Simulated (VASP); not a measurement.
# Re (P6/mmm) in VASP: notebook

Re is run at these levels: RPBE; tasks: single point.

Program: VASP 6.6.1. These are calculated values, not measurements. Logs are shortened: lines on timing, memory, paths and dates and some standing lists are left out, and cuts for length are marked.

### 1 The cell of the first run

The structure is hexagonal, space group P6/mmm (No. 191). Conventional cell: a = 4.275 Å, b = 4.275 Å, c = 2.679 Å, α = 90.00°, β = 90.00°, γ = 120.00°. Re (site symmetry 6/mmm) has 14 Re at 2.68 to 2.81 Å within 3.5 Å. Within 3.3 Å of Re (site symmetry -6m2) lie 11 Re at 2.47 to 2.81 Å.

This isn't the form of Re at room conditions, which is hcp.

### 2 Single point, RPBE (14.14 Å³/atom)

Input file INCAR:

```
SYSTEM = Re
PREC     = Accurate       ! precision mode
ENCUT    = 520            ! plane-wave cutoff, eV
EDIFF    = 1E-6           ! SCF threshold, eV
ISMEAR   = -1             ! smearing method
SIGMA    = 0.1            ! smearing width, eV
LREAL    = .FALSE.        ! projectors in reciprocal space
LASPH    = .TRUE.         ! aspherical terms in the spheres
NELM     = 80             ! most SCF steps
ALGO     = Normal         ! electronic algorithm
ISIF     = 2              ! what is computed and relaxed
LWAVE    = .FALSE.        ! write WAVECAR
LCHARG   = .FALSE.        ! write CHGCAR
GGA      = RP             ! functional
NBANDS   = 18             ! bands
```

Input file KPOINTS:

```
Automatic mesh
0
G
  9 9 13
  0 0 0
```

Input file POSCAR:

```
Re
1.0
    4.2753380306      0.0000000000      0.0000000000
   -2.1376690153      3.7025513443      0.0000000000
    0.0000000000      0.0000000000      2.6793811928
Re
3
Direct
    1.0000000000      1.0000000000      1.0000000000
    0.3333333333      0.6666666667      0.5000000000
    0.6666666667      0.3333333333      0.5000000000
```

Potentials or basis: VASP PAW PBE potentials, release 64 (Re).

Launch:

```
> cat potpaw_PBE.64/Re/POTCAR > POTCAR
> mpirun -np 1 vasp_std > vasp.out
```

OUTCAR:

```text
SYSTEM = Re
   PREC = Accurate
   ENCUT = 520
   EDIFF = 1E-6
   ISMEAR = -1
   LREAL = .FALSE.
   LASPH = .TRUE.
   NELM = 80
   ISIF = 2
   GGA = RP

 ion  position               nearest neighbor table
   1  0.000  0.000  0.000-   2 2.81   3 2.81   2 2.81   3 2.81   3 2.81   3 2.81   2 2.81   2 2.81
                             3 2.81   3 2.81   2 2.81   2 2.81
   2  0.333  0.667  0.500-   3 2.47   3 2.47   3 2.47   1 2.81   1 2.81   1 2.81   1 2.81   1 2.81
                             1 2.81
   3  0.667  0.333  0.500-   2 2.47   2 2.47   2 2.47   1 2.81   1 2.81   1 2.81   1 2.81   1 2.81
                             1 2.81

  LATTYP: Found a hexagonal cell.
 ALAT       =     4.2753380306
 C/A-ratio  =     0.6267062800

  Lattice vectors:

 A1 = (   4.2753380306,   0.0000000000,   0.0000000000)
 A2 = (  -2.1376690153,   3.7025513443,   0.0000000000)
 A3 = (   0.0000000000,   0.0000000000,   2.6793811928)

Analysis of symmetry for initial positions (statically):
=====================================================================
 Subroutine PRICEL returns:
 Original cell was already a primitive cell.

 Routine SETGRP: Setting up the symmetry group for a
 hexagonal supercell.

 Subroutine GETGRP returns: Found 24 space group operations
 (whereof 24 operations were pure point group operations)
 out of a pool of 24 trial point group operations.

The static configuration has the point symmetry D_6h.

Analysis of symmetry for dynamics (positions and initial velocities):
=====================================================================
 Subroutine PRICEL returns:
 Original cell was already a primitive cell.

 Routine SETGRP: Setting up the symmetry group for a
 hexagonal supercell.

 Subroutine GETGRP returns: Found 24 space group operations
 (whereof 24 operations were pure point group operations)
 out of a pool of 24 trial point group operations.

The dynamic configuration has the point symmetry D_6h.

 Subroutine INISYM returns: Found 24 space group operations
 (whereof 24 operations are pure point group operations),
 and found     1 'primitive' translations

----------------------------------------------------------------------------------------

                                     Primitive cell

  volume of cell :      42.4137

  direct lattice vectors                    reciprocal lattice vectors
     4.275338031  0.000000000  0.000000000     0.233899634  0.135042017  0.000000000
    -2.137669015  3.702551344  0.000000000     0.000000000  0.270084033  0.000000000
     0.000000000  0.000000000  2.679381193     0.000000000  0.000000000  0.373220504

  length of vectors
     4.275338031  4.275338031  2.679381193     0.270084033  0.270084033  0.373220504

  position of ions in fractional coordinates (direct lattice)
     0.000000000  0.000000000  0.000000000
     0.333333333  0.666666667  0.500000000
     0.666666667  0.333333333  0.500000000

  ion indices of the primitive-cell ions
   primitive index   ion index
                 1           1
                 2           2
                 3           3

----------------------------------------------------------------------------------------

 KPOINTS: Automatic mesh

Automatic generation of k-mesh.
 Grid dimensions read from file:
 generate k-points for:    9    9   13

 Generating k-lattice:

  Cartesian coordinates                     Fractional coordinates (reciprocal lattice)
     0.025988848  0.015004669  0.000000000     0.111111111  0.000000000  0.000000000
     0.000000000  0.030009337  0.000000000     0.000000000  0.111111111  0.000000000
     0.000000000  0.000000000  0.028709270     0.000000000  0.000000000  0.076923077

  Length of vectors
     0.030009337  0.030009337  0.028709270

  Shift w.r.t. Gamma in fractional coordinates (k-lattice)
     0.000000000  0.000000000  0.000000000

 Subroutine IBZKPT returns following result:
 ===========================================

 Found     84 irreducible k-points:

 Following reciprocal coordinates:
            Coordinates               Weight
  0.000000  0.000000  0.000000      1.000000
  0.111111 -0.000000  0.000000      6.000000
  0.222222 -0.000000  0.000000      6.000000
  0.333333 -0.000000  0.000000      6.000000
  0.444444 -0.000000  0.000000      6.000000
  0.111111  0.111111  0.000000      6.000000
[... 16 lines left out ...]
  0.333333  0.222222  0.076923     24.000000
  0.333333  0.333333  0.076923      4.000000
 [... further k-points ...]
   k-points           NKPTS =     84   k-points in BZ     NKDIM =     84   number of bands    NBANDS=     18
   number of dos      NEDOS =    301   number of ions     NIONS =      3
   total plane-waves  NPLWV =  20480
   dimension x,y,z NGX =    32 NGY =   32 NGZ =   20
   dimension x,y,z NGXF=    64 NGYF=   64 NGZF=   40
   ions per type =               3
   NGX,Y,Z   is equivalent  to a cutoff of  12.44, 12.44, 12.41 a.u.
   NGXF,Y,Z  is equivalent  to a cutoff of  24.89, 24.89, 24.82 a.u.
 SYSTEM =  Re
   PREC   = accura    normal or accurate (medium, high low for compatibility)
   ISTART =      0    job   : 0-new  1-cont  2-samecut
   ICHARG =      2    charge: 1-file 2-atom 10-const
   ISPIN  =      1    spin polarized calculation?
   LNONCOLLINEAR =      F non collinear calculations
   LSORBIT =      F    spin-orbit coupling
   LASPH  =      T    aspherical Exc in radial PAW
   ENCUT  =  520.0 eV  38.22 Ry    6.18 a.u.   7.95  7.95  4.98*2*pi/ulx,y,z
   NELM   =     80;   NELMIN=  2; NELMDL= -5     # of ELM steps
   EDIFF  = 0.1E-05   stopping-criterion for ELM
   LREAL  =      F    real-space projection
   EDIFFG = 0.1E-04   stopping-criterion for IOM
   NSW    =      0    number of steps for IOM
   IBRION =     -1    ionic relax: 0-MD 1-quasi-New 2-CG
   NFREE  =      0    steps in history (QN), initial steepest desc. (CG)
   ISIF   =      2    stress and relaxation
   ISYM   =      2    0-nonsym 1-usesym 2-fastsym
   POTIM  = 0.5000    time-step for ionic-motion
   TEBEG  =    0.0;   TEEND  =   0.0 temperature during run
   PSTRESS=    0.0 pullay stress
   NELECT =      21.0000    total number of electrons
   NUPDOWN=      -1.0000    fix difference up-down
   EMIN   =  10.00;   EMAX   =-10.00  energy-range for DOS
   EFERMI =   0.00;   METHOD = LEGACY
   ISMEAR =    -1;   SIGMA  =   0.10  broadening in eV -4-tet -1-fermi 0-gaus
   EFERMI_NEDOS =   21; number of points for ismear=-14 and -15
   IALGO  =     38    algorithm
   IMIX   =      4    mixing-type and parameters
     AMIX     =   0.40;   BMIX     =  1.00
     AMIX_MAG =   1.60;   BMIX_MAG =  1.00
  volume/ion in A,a.u.               =      14.14        95.41
  Fermi-wavevector in a.u.,A,eV,Ry     =   1.295128  2.447436 22.821809  1.677356
  Thomas-Fermi vector in A             =   2.426667
   LORBIT       =      0    0 simple, 1 ext, 2 COOP (PROOUT), +10 PAW based schemes
   GGA     = RP    functional components
   LHFCALC =     F    Hartree Fock is set to
   AEXX    =    0.0000 exact exchange contribution
   IVDW    =     0    specifies the selected vdW correction
   LEPSILON=     F    determine dielectric tensor
   LRPA    =     F    only Hartree local field effects (RPA)
 non-spin polarized calculation
  energy-cutoff  :      520.00
  volume of cell :       42.41
 maximum number of plane-waves:      1167
 NGX is ok and might be reduce to    32
   NGX = 15   NGY = 15   NGZ =  9

 number of electron      20.9999998 magnetization

 Free energy of the ion-electron system (eV)
  ---------------------------------------------------
  ext. energy  EPLUGINS =         0.00000000
  ---------------------------------------------------
  free energy    TOTEN  =       -34.64870750 eV

  energy without entropy =      -34.58264353  energy(sigma->0) =      -34.61567552

 E-fermi :   8.5403     XC(G=0): -13.9064

 val. band max:        8.5173848035   @ k =   0.3333   0.1111   0.0769
 cond. band min:       8.5403554645   @ k =   0.0000   0.0000   0.0000
 fundamental gap:      0.0229706611
 Fermi energy:         8.5402881197

 k-point     1 :       0.0000    0.0000    0.0000
  band No.  band energies     occupation
      1      -1.6494      2.00000
      2       2.2297      2.00000
      3       5.2087      2.00000
      4       5.5325      2.00000
      5       5.5325      2.00000
      6       5.5352      2.00000
[... 10 lines left out ...]
     17      17.5348      0.00000
     18      19.1149      0.00000

 k-point     2 :       0.1111   -0.0000    0.0000
  band No.  band energies     occupation
      1      -1.4314      2.00000
      2       2.3067      2.00000
      3       4.3500      2.00000
      4       4.9658      2.00000
      5       5.0039      2.00000
      6       6.0720      2.00000
[... 10 lines left out ...]
     17      17.5667      0.00000
     18      18.3586      0.00000

 k-point     3 :       0.2222   -0.0000    0.0000
  band No.  band energies     occupation
      1      -0.8105      2.00000
      2       2.4028      2.00000
      3       3.3773      2.00000
      4       4.3621      2.00000
      5       4.6491      2.00000
      6       6.0337      2.00000
[... 10 lines left out ...]
     17      15.9360      0.00000
     18      16.4932      0.00000

 k-point     4 :       0.3333   -0.0000    0.0000
  band No.  band energies     occupation
      1       0.1111      2.00000
      2       1.9986      2.00000
      3       3.0054      2.00000
      4       3.9626      2.00000
      5       4.5689      2.00000
      6       5.6308      2.00000
[... 10 lines left out ...]
     17      14.0187      0.00000
     18      14.8385      0.00000

 k-point     5 :       0.4444   -0.0000    0.0000
  band No.  band energies     occupation
      1       1.1185      2.00000
      2       1.6376      2.00000
      3       2.2981      2.00000
      4       4.3383      2.00000
      5       4.6346      2.00000
      6       5.0151      2.00000
[... 10 lines left out ...]
     17      12.3938      0.00000
     18      13.6312      0.00000

 k-point     6 :       0.1111    0.1111    0.0000
  band No.  band energies     occupation
      1      -1.0131      2.00000
      2       2.4076      2.00000
      3       3.7468      2.00000
      4       3.9908      2.00000
      5       5.2002      2.00000
      6       6.0781      2.00000
[... 10 lines left out ...]
     17      16.5176      0.00000
     18      16.8496      0.00000

 k-point     7 :       0.2222    0.1111    0.0000
  band No.  band energies     occupation
      1      -0.2516      2.00000
      2       2.2523      2.00000
      3       3.0352      2.00000
      4       3.7304      2.00000
      5       4.9621      2.00000
      6       5.9961      2.00000
[... 10 lines left out ...]
     17      14.7258      0.00000
     18      15.2936      0.00000

 k-point     8 :       0.3333    0.1111    0.0000
  band No.  band energies     occupation
      1       0.6861      2.00000
      2       1.7638      2.00000
      3       2.5211      2.00000
      4       4.0788      2.00000
      5       4.7735      2.00000
      6       5.4744      2.00000
[... 10 lines left out ...]
     17      12.9721      0.00000
     18      13.9515      0.00000
[... 229 lines left out ...]
     17      14.8571      0.00000
     18      15.5040      0.00000

 k-point    20 :       0.3333    0.1111    0.0769
  band No.  band energies     occupation
      1       0.8588      2.00000
      2       1.9217      2.00000
      3       2.6902      2.00000
      4       4.1540      2.00000
      5       4.8028      2.00000
      6       5.5680      2.00000
[... 10 lines left out ...]
     17      13.1580      0.00000
     18      14.1534      0.00000

 k-point    21 :       0.4444    0.1111    0.0769
  band No.  band energies     occupation
      1       1.4355      2.00000
      2       1.9934      2.00000
      3       2.0301      2.00000
      4       4.6812      2.00000
      5       4.7541      2.00000
      6       4.9796      2.00000
[... 10 lines left out ...]
     17      12.6141      0.00000
     18      13.3670      0.00000

 k-point    22 :       0.2222    0.2222    0.0769
  band No.  band energies     occupation
      1       0.6757      2.00000
      2       2.0590      2.00000
      3       2.6080      2.00000
      4       4.0445      2.00000
      5       5.0884      2.00000
      6       5.9565      2.00000
[... 10 lines left out ...]
     17      13.3538      0.00000
     18      14.2288      0.00000

 k-point    23 :       0.3333    0.2222    0.0769
  band No.  band energies     occupation
      1       1.2451      2.00000
      2       1.8799      2.00000
      3       2.2238      2.00000
      4       4.5847      2.00000
      5       4.9276      2.00000
      6       5.5555      2.00000
[... 10 lines left out ...]
     17      12.4997      0.00000
     18      13.3113      0.00000

 k-point    24 :       0.3333    0.3333    0.0769
  band No.  band energies     occupation
      1       1.2446      2.00000
      2       2.0504      2.00000
      3       2.0504      2.00000
      4       4.8697      2.00000
      5       4.8697      2.00000
      6       5.5155      2.00000
[... 10 lines left out ...]
     17      12.3793      0.00000
     18      12.9949      0.00000

 [... further k-points ...]

------------------------ aborting loop because EDIFF is reached ----------------------------------------

  FORCE on cell =-STRESS in cart. coord.  units (eV):
  Direction    XX          YY          ZZ          XY          YZ          ZX
  --------------------------------------------------------------------------------------
  -------------------------------------------------------------------------------------
  Total        9.1358644      9.1358644      8.1030336      0.0000000      0.0000000      0.0000000
  in kB      345.1073212    345.1073212    306.0921327      0.0000000      0.0000000      0.0000000
  external PRESSURE =     332.1022584 kB  Pullay stress =       0.0000000 kB

 VOLUME and BASIS-vectors are now :
 -----------------------------------------------------------------------------
  energy-cutoff  :      520.00
  volume of cell :       42.41
      direct lattice vectors                 reciprocal lattice vectors
     4.275338031  0.000000000  0.000000000     0.233899634  0.135042017  0.000000000
    -2.137669015  3.702551344  0.000000000     0.000000000  0.270084033  0.000000000
     0.000000000  0.000000000  2.679381193     0.000000000  0.000000000  0.373220504

 POSITION                                       TOTAL-FORCE (eV/Angst)
 -----------------------------------------------------------------------------------
      0.00000      0.00000      0.00000         0.000000      0.000000      0.000000
     -0.00000      2.46837      1.33969         0.000000      0.000000      0.000000
      2.13767      1.23418      1.33969        -0.000000      0.000000     -0.000000
 -----------------------------------------------------------------------------------
    total drift:                               -0.000000      0.000000      0.000000

  FREE ENERGIE OF THE ION-ELECTRON SYSTEM (eV)
  ---------------------------------------------------
  free  energy   TOTEN  =       -34.6487075018 eV

  energy  without entropy=      -34.5826435309  energy(sigma->0) =      -34.61567552
```

Wall time 82 s (1 thread of Intel Xeon 8259CL, shared host); peak memory 0.19 GiB.

What came out:

| Property | Result |
| --- | --- |
| Free energy | -34.6487 eV |
| Pressure | 33.2 GPa |
| Band gap on the k mesh | zero (an odd number of electrons rules out a gap without spin polarisation) |

Stress tensor (GPa, compression positive):
```
34.51  0.00  0.00
 0.00 34.51  0.00
 0.00  0.00 30.61
```

Levels at points of the mesh, in eV from the Fermi level:
| k point | band 8 | band 9 | band 10 | band 11 | band 12 | band 13 |
| --- | --- | --- | --- | --- | --- | --- |
| (0.00, 0.00, 0.00) | -2.05 | -0.88 | -0.88 | 0.00 | 0.00 | 0.06 |

Caveat: the cell stands under pressure; the PAW data sets were made with another functional, which shifts forces and pressure a little; spin-orbit coupling is left out, which moves the levels of the heavy elements.

### 3 Single point, RPBE (14.75 Å³/atom)

This run uses another cell than the first one, of 14.75 Å³/atom.

Input file INCAR:

```
PREC = Accurate
ENCUT = 520
EDIFF = 1E-7
ISMEAR = -1
SIGMA = 0.1
LREAL = False
LASPH = True
NELM = 100
ALGO = Normal
ISIF = 2
LWAVE = False
LCHARG = True
GGA = RP
LELF = True
LVHAR = True
NBANDS = 18
```

Input file KPOINTS:

```
Automatic mesh
0
Gamma
  9 9 13
```

Input file POSCAR:

```
Re
1.0
    4.3364225411      0.0000000000      0.0000000000
   -2.1682112705      3.7554520821      0.0000000000
    0.0000000000      0.0000000000      2.7176632391
Re
3
Direct
    1.0000000000      1.0000000000      1.0000000000
    0.3333333333      0.6666666667      0.5000000000
    0.6666666667      0.3333333333      0.5000000000
```

Potentials or basis: VASP PAW PBE potentials, release 64 (Re).

Launch:

```
> cat potpaw_PBE.64/Re/POTCAR > POTCAR
> mpirun -np 1 vasp_std > vasp.out
```

Wall time 88 s (1 thread of Intel Xeon 8259CL, shared host); peak memory 0.19 GiB.

Results (log left out):

| Property | Result |
| --- | --- |
| Free energy | -34.9193 eV |
| Pressure | 14.3 GPa |
| Band gap on the k mesh | zero (an odd number of electrons rules out a gap without spin polarisation) |

Stress tensor (GPa, compression positive):
```
14.89  0.00  0.00
 0.00 14.89  0.00
 0.00  0.00 13.03
```

Levels at points of the mesh, in eV from the Fermi level:
```tsv
k point	band 9	band 10	band 11	band 12	band 13	band 14
(0.00, 0.00, 0.00)	-0.82	-0.82	0.03	0.03	0.08	0.08
```

Caveat: the cell stands under pressure; the PAW data sets were made with another functional, which shifts forces and pressure a little; spin-orbit coupling is left out, which moves the levels of the heavy elements.

The gap in the log of VASP goes by the Fermi energy; the results here count the filled bands.